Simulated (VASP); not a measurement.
**In: relaxation of cell and atoms with PBE**

The system is In.

```
In
1.0
     1.57875   -2.92257    0.00000
     1.57875    2.92257    0.00000
     0.00000    0.00000    3.03906
In
1
Direct
  0.00000 0.00000 0.00000
```

```yaml
Program: VASP 6.6.1
Task: relaxation of cell and atoms
Functional: PBE
Potentials_or_basis: VASP PAW PBE potentials, release 64 (In_d)
Cutoff: 600 eV
k_mesh: 6 × 6 × 6
Occupations: gaussian, width 0.1 eV
Spin: no spin polarisation
Dipole_correction: no
Further_INCAR_settings: ALGO = Fast; EDIFF = 1e-07; IBRION = 2; EDIFFG = -0.04; NSW = 90; ISIF = 3
```

```
Relaxed volume                         : 28.36 Å³/atom
Relaxed cell                           : a = 3.274 Å, b = 3.274 Å, c = 3.108 Å, α = 90.00°, β = 90.00°, γ = 121.65°
Space group after relaxing (to 0.05 Å) : Cmmm (No. 65)
Energy gained by relaxing              : 9.8 meV/atom
Ionic steps                            : 6
Pressure after relaxing                : 0.0 GPa
```

Stress tensor (GPa, compression positive):
```
 0.21  0.00  0.00
 0.00 -0.20  0.00
 0.00  0.00  0.02
```

Step by step:
| step | energy change (eV) | largest force (eV/Å) | pressure (GPa) | volume (Å³) |
| --- | --- | --- | --- | --- |
| 1 | 0.0000 | 0.0000 | 0.67 | 28.04 |
| 2 | -0.0091 | 0.0000 | -0.09 | 28.51 |
| 3 | -0.0090 | 0.0000 | -0.17 | 28.54 |
| 4 | -0.0091 | 0.0000 | -0.13 | 28.53 |
| 5 | -0.0095 | 0.0000 | -0.05 | 28.45 |
| 6 | -0.0098 | 0.0000 | 0.01 | 28.36 |

Final structure:
```cif
data_structure
_symmetry_space_group_name_H-M 'P 1'
_symmetry_Int_Tables_number 1
_cell_length_a 3.2743
_cell_length_b 3.2743
_cell_length_c 3.1080
_cell_angle_alpha 90.000
_cell_angle_beta 90.000
_cell_angle_gamma 121.654
_cell_volume 28.36
loop_
_atom_site_label
_atom_site_type_symbol
_atom_site_fract_x
_atom_site_fract_y
_atom_site_fract_z
_atom_site_occupancy
In1 In 0.00000 0.00000 0.00000 1
```

Levels at points of the mesh, in eV from the Fermi level:
```tsv
k point	band 5	band 6	band 7	band 8	band 9	band 10
(0.00, 0.00, 0.00)	-14.37	-9.13	6.62	8.93	9.57	9.96
(0.50, 0.00, 0.00)	-14.34	-4.34	-3.13	4.97	8.39	10.73
(0.50, 0.50, 0.00)	-14.35	-4.71	-3.25	5.70	9.11	10.41
(0.00, 0.00, 0.50)	-14.53	-5.77	-3.51	12.04	12.80	13.81
(0.50, 0.00, 0.50)	-14.21	-0.72	-0.58	0.19	4.17	7.69
(0.50, 0.50, 0.50)	-14.23	-1.12	-0.69	-0.09	4.00	8.45
```

Run time: 31 s on 1 thread of Intel(R) Xeon(R) 6975P-C (Granite Rapids) (shared host), peak memory 0.16 GiB.

Caveat: the k points lie up to 0.38 Å⁻¹ apart in the final cell; spin-orbit coupling is left out, which moves the levels of the heavy elements.
